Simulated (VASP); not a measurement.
# Ti (Im-3m) in VASP: further runs

Runs on Ti. Level: PBE+D3(BJ). Tasks: single point.

Everything below comes from runs of VASP 6.6.1. Logs are shortened: lines on timing, memory, paths and dates and some standing lists are left out, and cuts for length are marked.

## (1) The cell of the first run

The structure is cubic, space group Im-3m (No. 229). The conventional cell has a = 3.194 Å, b = 3.194 Å, c = 3.194 Å, α = 90.00°, β = 90.00°, γ = 90.00°. Within 3.6 Å of Ti (site symmetry m-3m) lie 14 Ti at 2.77 to 3.19 Å.

## (2) Single point, PBE+D3(BJ)

File INCAR:

```
SYSTEM = Ti
PREC     = Accurate       ! precision mode
ENCUT    = 520            ! plane-wave cutoff, eV
EDIFF    = 1E-6           ! SCF threshold, eV
ISMEAR   = -1             ! smearing method
SIGMA    = 0.05           ! smearing width, eV
LREAL    = .FALSE.        ! projectors in reciprocal space
LASPH    = .TRUE.         ! aspherical terms in the spheres
NELM     = 60             ! most SCF steps
ALGO     = Normal         ! electronic algorithm
ISIF     = 2              ! what is computed and relaxed
LWAVE    = .FALSE.        ! write WAVECAR
LCHARG   = .FALSE.        ! write CHGCAR
GGA      = PE             ! functional
IVDW     = 12             ! dispersion correction
NBANDS   = 12             ! bands
```

File KPOINTS:

```
regular mesh
0
G
  11 11 11
  0 0 0
```

File POSCAR:

```
Ti
1.0
   -1.5968293048      1.5968293048      1.5968293048
    1.5968293048     -1.5968293048      1.5968293048
    1.5968293048      1.5968293048     -1.5968293048
Ti
1
Direct
    0.0000000000      0.0000000000      0.0000000000
```

Potentials or basis: VASP PAW PBE potentials, release 64 (Ti_sv).

Launch:

```
cat potpaw_PBE.64/Ti_sv/POTCAR > POTCAR
mpirun -np 1 vasp_std > vasp.out
```

OUTCAR:

```text
SYSTEM = Ti
   PREC = Accurate
   ENCUT = 520
   EDIFF = 1E-6
   ISMEAR = -1
   LREAL = .FALSE.
   LASPH = .TRUE.
   NELM = 60
   ISIF = 2
   GGA = PE
   IVDW = 12
 IVDW          = 12

 ion  position               nearest neighbor table
   1  0.000  0.000  0.000-

  LATTYP: Found a body centered cubic cell.
 ALAT       =     3.1936586096

  Lattice vectors:

 A1 = (  -1.5968293048,   1.5968293048,   1.5968293048)
 A2 = (   1.5968293048,  -1.5968293048,   1.5968293048)
 A3 = (   1.5968293048,   1.5968293048,  -1.5968293048)

Analysis of symmetry for initial positions (statically):
=====================================================================
 Subroutine PRICEL returns:
 Original cell was already a primitive cell.

 Routine SETGRP: Setting up the symmetry group for a
 body centered cubic supercell.

 Subroutine GETGRP returns: Found 48 space group operations
 (whereof 48 operations were pure point group operations)
 out of a pool of 48 trial point group operations.

The static configuration has the point symmetry O_h .

Analysis of symmetry for dynamics (positions and initial velocities):
=====================================================================
 Subroutine PRICEL returns:
 Original cell was already a primitive cell.

 Routine SETGRP: Setting up the symmetry group for a
 body centered cubic supercell.

 Subroutine GETGRP returns: Found 48 space group operations
 (whereof 48 operations were pure point group operations)
 out of a pool of 48 trial point group operations.

The dynamic configuration has the point symmetry O_h .

 Subroutine INISYM returns: Found 48 space group operations
 (whereof 48 operations are pure point group operations),
 and found     1 'primitive' translations

----------------------------------------------------------------------------------------

                                     Primitive cell

  volume of cell :      16.2868

  direct lattice vectors                    reciprocal lattice vectors
    -1.596829305  1.596829305  1.596829305     0.000000000  0.313120506  0.313120506
     1.596829305 -1.596829305  1.596829305     0.313120506  0.000000000  0.313120506
     1.596829305  1.596829305 -1.596829305     0.313120506  0.313120506  0.000000000

  length of vectors
     2.765789487  2.765789487  2.765789487     0.442819266  0.442819266  0.442819266

  position of ions in fractional coordinates (direct lattice)
     0.000000000  0.000000000  0.000000000

  ion indices of the primitive-cell ions
   primitive index   ion index
                 1           1

----------------------------------------------------------------------------------------

 KPOINTS: regular mesh

Automatic generation of k-mesh.
 Grid dimensions read from file:
 generate k-points for:   11   11   11

 Generating k-lattice:

  Cartesian coordinates                     Fractional coordinates (reciprocal lattice)
     0.000000000  0.028465501  0.028465501     0.090909091  0.000000000  0.000000000
     0.028465501  0.000000000  0.028465501     0.000000000  0.090909091  0.000000000
     0.028465501  0.028465501  0.000000000     0.000000000  0.000000000  0.090909091

  Length of vectors
     0.040256297  0.040256297  0.040256297

  Shift w.r.t. Gamma in fractional coordinates (k-lattice)
     0.000000000  0.000000000  0.000000000

 Subroutine IBZKPT returns following result:
 ===========================================

 Found     56 irreducible k-points:

 Following reciprocal coordinates:
            Coordinates               Weight
  0.000000  0.000000  0.000000      1.000000
  0.090909  0.000000  0.000000     12.000000
  0.181818  0.000000  0.000000     12.000000
  0.272727  0.000000  0.000000     12.000000
  0.363636  0.000000  0.000000     12.000000
  0.454545  0.000000  0.000000     12.000000
[... 16 lines left out ...]
  0.272727  0.181818  0.090909     48.000000
  0.363636  0.181818  0.090909     24.000000
 [... further k-points ...]
   k-points           NKPTS =     56   k-points in BZ     NKDIM =     56   number of bands    NBANDS=     12
   number of dos      NEDOS =    301   number of ions     NIONS =      1
   total plane-waves  NPLWV =  13824
   dimension x,y,z NGX =    24 NGY =   24 NGZ =   24
   dimension x,y,z NGXF=    48 NGYF=   48 NGZF=   48
   ions per type =               1
   NGX,Y,Z   is equivalent  to a cutoff of  14.43, 14.43, 14.43 a.u.
   NGXF,Y,Z  is equivalent  to a cutoff of  28.85, 28.85, 28.85 a.u.
 SYSTEM =  Ti
   PREC   = accura    normal or accurate (medium, high low for compatibility)
   ISTART =      0    job   : 0-new  1-cont  2-samecut
   ICHARG =      2    charge: 1-file 2-atom 10-const
   ISPIN  =      1    spin polarized calculation?
   LNONCOLLINEAR =      F non collinear calculations
   LSORBIT =      F    spin-orbit coupling
   LASPH  =      T    aspherical Exc in radial PAW
   ENCUT  =  520.0 eV  38.22 Ry    6.18 a.u.   5.14  5.14  5.14*2*pi/ulx,y,z
   NELM   =     60;   NELMIN=  2; NELMDL= -5     # of ELM steps
   EDIFF  = 0.1E-05   stopping-criterion for ELM
   LREAL  =      F    real-space projection
   EDIFFG = 0.1E-04   stopping-criterion for IOM
   NSW    =      0    number of steps for IOM
   IBRION =     -1    ionic relax: 0-MD 1-quasi-New 2-CG
   NFREE  =      0    steps in history (QN), initial steepest desc. (CG)
   ISIF   =      2    stress and relaxation
   ISYM   =      2    0-nonsym 1-usesym 2-fastsym
   POTIM  = 0.5000    time-step for ionic-motion
   TEBEG  =    0.0;   TEEND  =   0.0 temperature during run
   PSTRESS=    0.0 pullay stress
   NELECT =      12.0000    total number of electrons
   NUPDOWN=      -1.0000    fix difference up-down
   EMIN   =  10.00;   EMAX   =-10.00  energy-range for DOS
   EFERMI =   0.00;   METHOD = LEGACY
   ISMEAR =    -1;   SIGMA  =   0.05  broadening in eV -4-tet -1-fermi 0-gaus
   EFERMI_NEDOS =   21; number of points for ismear=-14 and -15
   IALGO  =     38    algorithm
   IMIX   =      4    mixing-type and parameters
     AMIX     =   0.40;   BMIX     =  1.00
     AMIX_MAG =   1.60;   BMIX_MAG =  1.00
  volume/ion in A,a.u.               =      16.29       109.91
  Fermi-wavevector in a.u.,A,eV,Ry     =   1.478621  2.794188 29.746675  2.186319
  Thomas-Fermi vector in A             =   2.592879
   LORBIT       =      0    0 simple, 1 ext, 2 COOP (PROOUT), +10 PAW based schemes
   GGA     = PE    functional components
   LHFCALC =     F    Hartree Fock is set to
   AEXX    =    0.0000 exact exchange contribution
   IVDW    =    12    specifies the selected vdW correction
   LEPSILON=     F    determine dielectric tensor
   LRPA    =     F    only Hartree local field effects (RPA)
 non-spin polarized calculation
  energy-cutoff  :      520.00
  volume of cell :       16.29
 maximum number of plane-waves:       450
 NGX is ok and might be reduce to    24
   NGX = 11   NGY = 11   NGZ = 11

 number of electron      12.0000003 magnetization

 Free energy of the ion-electron system (eV)
  ---------------------------------------------------
  ext. energy  EPLUGINS =         0.00000000
  ---------------------------------------------------
  free energy    TOTEN  =        -7.71583287 eV

  energy without entropy =       -7.69712289  energy(sigma->0) =       -7.70647788

 E-fermi :   8.7611     XC(G=0): -11.7979

 val. band max:        8.7471541634   @ k =   0.2727   0.0909   0.0909
 cond. band min:       8.7782840396   @ k =  -0.3636   0.3636   0.0909
 fundamental gap:      0.0311298762
 Fermi energy:         8.7611054149

 k-point     1 :       0.0000    0.0000    0.0000
  band No.  band energies     occupation
      1     -47.6277      2.00000
      2     -23.4015      2.00000
      3     -23.4015      2.00000
      4     -23.4015      2.00000
      5       2.6838      2.00000
      6       9.8223      0.00000
      7       9.8223      0.00000
      8       9.8223      0.00000
      9      11.7244      0.00000
     10      11.7244      0.00000
     11      26.6446      0.00000
     12      26.6446      0.00000

 k-point     2 :       0.0909    0.0000    0.0000
  band No.  band energies     occupation
      1     -47.6144      2.00000
      2     -23.4701      2.00000
      3     -23.4223      2.00000
      4     -23.4020      2.00000
      5       2.9825      2.00000
      6       9.6828      0.00000
      7       9.7764      0.00000
      8      10.0447      0.00000
      9      11.5699      0.00000
     10      11.7333      0.00000
     11      26.2716      0.00000
     12      26.6128      0.00000

 k-point     3 :       0.1818    0.0000    0.0000
  band No.  band energies     occupation
      1     -47.5785      2.00000
      2     -23.6514      2.00000
      3     -23.4776      2.00000
      4     -23.4034      2.00000
      5       3.8134      2.00000
      6       9.3288      0.00002
      7       9.5357      0.00000
      8      10.6773      0.00000
      9      11.3791      0.00000
     10      11.7734      0.00000
     11      24.9359      0.00000
     12      26.0303      0.00000
[... 286 lines left out ...]
 k-point    23 :       0.2727    0.1818    0.0909
  band No.  band energies     occupation
      1     -47.4581      2.00000
      2     -24.0760      2.00000
      3     -23.7142      2.00000
      4     -23.5283      2.00000
      5       7.1677      2.00000
      6       8.1526      1.99999
      7       8.5780      1.94989
      8      11.8687      0.00000
      9      12.1198      0.00000
     10      14.8180      0.00000
     11      19.3398      0.00000
     12      20.9001      0.00000

 k-point    24 :       0.3636    0.1818    0.0909
  band No.  band energies     occupation
      1     -47.4485      2.00000
      2     -24.0785      2.00000
      3     -23.7685      2.00000
      4     -23.5339      2.00000
      5       7.2266      2.00000
      6       8.1140      2.00000
      7       8.8907      0.13920
      8      11.9376      0.00000
      9      12.1502      0.00000
     10      15.5995      0.00000
     11      18.0572      0.00000
     12      20.5787      0.00000

 [... further k-points ...]

------------------------ aborting loop because EDIFF is reached ----------------------------------------

 Edisp (eV)   -0.64273

 E8    (eV) :    -0.3051

  FORCE on cell =-STRESS in cart. coord.  units (eV):
  Direction    XX          YY          ZZ          XY          YZ          ZX
  --------------------------------------------------------------------------------------
  -------------------------------------------------------------------------------------
  Total      -0.03071    -0.03071    -0.03071     0.00000     0.00000     0.00000
  in kB      -3.02079    -3.02079    -3.02079     0.00000     0.00000     0.00000
  external pressure =       -3.02 kB  Pullay stress =        0.00 kB

 VOLUME and BASIS-vectors are now :
 -----------------------------------------------------------------------------
  energy-cutoff  :      520.00
  volume of cell :       16.29
      direct lattice vectors                 reciprocal lattice vectors
    -1.596829305  1.596829305  1.596829305     0.000000000  0.313120506  0.313120506
     1.596829305 -1.596829305  1.596829305     0.313120506  0.000000000  0.313120506
     1.596829305  1.596829305 -1.596829305     0.313120506  0.313120506  0.000000000

 POSITION                                       TOTAL-FORCE (eV/Angst)
 -----------------------------------------------------------------------------------
      0.00000      0.00000      0.00000        -0.000000      0.000000      0.000000
 -----------------------------------------------------------------------------------
    total drift:                                0.000000      0.000000      0.000000

  FREE ENERGIE OF THE ION-ELECTRON SYSTEM (eV)
  ---------------------------------------------------
  free  energy   TOTEN  =        -8.3585594895 eV

  energy  without entropy=       -8.3398495116  energy(sigma->0) =       -8.34920450
```

Run time: 4 s. Hardware: 1 thread of Intel Xeon 6975P-C (Granite Rapids), shared host; peak memory 0.14 GiB.

Results:

| Quantity | Value |
| --- | --- |
| Free energy | -8.3586 eV |
| Pressure | -0.3 GPa |
| Band gap on the k mesh | zero (band 6 reaches 9.84 eV, above the bottom of band 7 at 8.12 eV) |
| Dispersion energy per atom | -0.643 eV |

Caveat: pairwise dispersion overbinds metals, which lowers pressure and volume.

## (3) Single point, PBE+D3(BJ)

This run uses another cell than the first one, of 16.46 Å³/atom, 1.011 times its volume.

File INCAR:

```
ALGO = Normal
EDIFF = 1E-7
ENCUT = 520
GGA = PE
ISIF = 2
ISMEAR = -1
IVDW = 12
LASPH = T
LCHARG = F
LREAL = F
LWAVE = F
NBANDS = 12
NELM = 60
PREC = Accurate
SIGMA = 0.05
```

File KPOINTS:

```
k-points
0
Gamma
  11 11 11
```

File POSCAR:

```
Ti
1.0
   -1.6025264288      1.6025264288      1.6025264288
    1.6025264288     -1.6025264288      1.6025264288
    1.6025264288      1.6025264288     -1.6025264288
Ti
1
Direct
    0.0000000000      0.0000000000      0.0000000000
```

Potentials or basis: VASP PAW PBE potentials, release 64 (Ti_sv).

Launch:

```
cat potpaw_PBE.64/Ti_sv/POTCAR > POTCAR
mpirun -np 1 vasp_std > vasp.out
```

It took 4.5 s on 1 thread of Intel Xeon 6975P-C (Granite Rapids), shared host; peak memory 0.15 GiB.

The run converged. Its results:

* Free energy: -8.3576 eV
* Pressure: -1.5 GPa
* Band gap on the k mesh: zero (band 6 reaches 9.71 eV, above the bottom of band 7 at 8.01 eV)
* Dispersion energy per atom: -0.636 eV

Levels at points of the mesh, in eV from the Fermi level:
| k point | band 2 | band 3 | band 4 | band 5 | band 6 | band 7 | band 8 | band 9 | band 10 | band 11 |
| --- | --- | --- | --- | --- | --- | --- | --- | --- | --- | --- |
| (0.00, 0.00, 0.00) | -32.20 | -32.20 | -32.20 | -6.06 | 1.05 | 1.05 | 1.05 | 2.93 | 2.93 | 17.80 |

Caveat: three body term missing; pairwise dispersion overbinds metals, which lowers pressure and volume.
